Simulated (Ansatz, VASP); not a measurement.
SbS5: VASP beside Ansatz

```xyz
6
Lattice="3.4533 1.9937 3.5762 -3.4533 1.9937 3.5762 0.0000 -3.9875 3.5762" Properties=species:S:1:pos:R:3 pbc="T T T"
Sb    0.0000    0.0000    5.3643
S     0.0000    1.9937    3.5762
S     0.0000    0.0000    2.3141
S    -1.7266   -0.9969    3.5762
S     1.7266   -0.9969    3.5762
S     0.0000    0.0000    8.4146
```

Change from the starting cell: species swapped into the Mg5Sn type (R32, No. 155).

Alike in both runs: functional PBE; k mesh 6 × 6 × 6; occupations gaussian, width 0.1 eV; no spin polarisation.

Ansatz relaxed the structure, and its values are those at the end. VASP's run is a single point on that final structure, the one shown.

|  | VASP | Ansatz |
| --- | --- | --- |
| version | VASP 6.6.1 | Ansatz 0.2.0 |
| potentials or method | VASP PAW PBE potentials, release 64 (Sb, S), cutoff 520 eV | scalar-relativistic, plane waves, PAW |
| valence electrons in the cell | 35 | 45 |

VASP gave:

* gap on the k mesh at the Fermi level (eV): none
* pressure (GPa): -0.2
* rms of the force components (eV/Å): 0.010

What did Ansatz give for the same quantities?

gap on the k mesh at the Fermi level (eV): none; pressure (GPa): 0.0; rms of the force components (eV/Å): 0.001.

A gap of «none» marks a metal or a gap that the smearing closes. The functional is the same, so the differences come from potentials, cutoffs and numerics. VASP's potentials hold 35 valence electrons a cell and Ansatz's 45, so a difference there can come from the potentials and not from the codes.

Spin-orbit coupling is off throughout.
